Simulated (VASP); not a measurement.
Hg:

```
Hg
1.0
     1.72870    0.99807    2.22113
    -1.72870    0.99807    2.22113
     0.00000   -1.99614    2.22113
Hg
1
Direct
  0.00000 0.00000 0.00000
```

* Program: VASP 6.6.1
* Task: relaxation of cell and atoms
* Functional: PBE
* Potentials or basis: VASP PAW PBE potentials, release 64 (Hg)
* Cutoff: 600 eV
* k mesh: 8 × 8 × 8
* Occupations: gaussian, width 0.05 eV
* Spin: no spin polarisation

At the start: pressure 7.2 GPa; volume 22.99 Å³/atom.

Where does the relaxation end?

Over 9 steps the energy falls by 90.4 meV/atom and the volume is 28.03 Å³/atom (+21.9 %); space group R-3m (No. 166, to 0.05 Å).

The path:
| step | energy change (eV) | largest force (eV/Å) | pressure (GPa) | volume (Å³) |
| --- | --- | --- | --- | --- |
| 1 | 0.0000 | 0.0000 | 7.18 | 22.99 |
| 2 | -0.0835 | 0.0000 | 1.16 | 26.60 |
| 3 | -0.0874 | 0.0000 | -0.27 | 28.86 |
| 4 | -0.0881 | 0.0000 | -0.20 | 28.42 |
| 5 | -0.0876 | 0.0000 | 0.36 | 27.47 |
| 6 | -0.0883 | 0.0000 | -0.04 | 28.10 |
| 7 | -0.0883 | 0.0000 | 0.04 | 27.99 |
| 8 | -0.0890 | 0.0000 | 0.06 | 28.00 |
| 9 | -0.0904 | 0.0000 | 0.03 | 28.03 |

Final structure:
```xyz
1
Lattice="1.8696 1.0794 2.3149 -1.8696 1.0794 2.3149 0.0000 -2.1589 2.3149" Properties=species:S:1:pos:R:3 pbc="T T T"
Hg    0.0000    0.0000    0.0000
```

Caveat: the volume moved by over 15 % at a fixed basis, so the end points are rough.
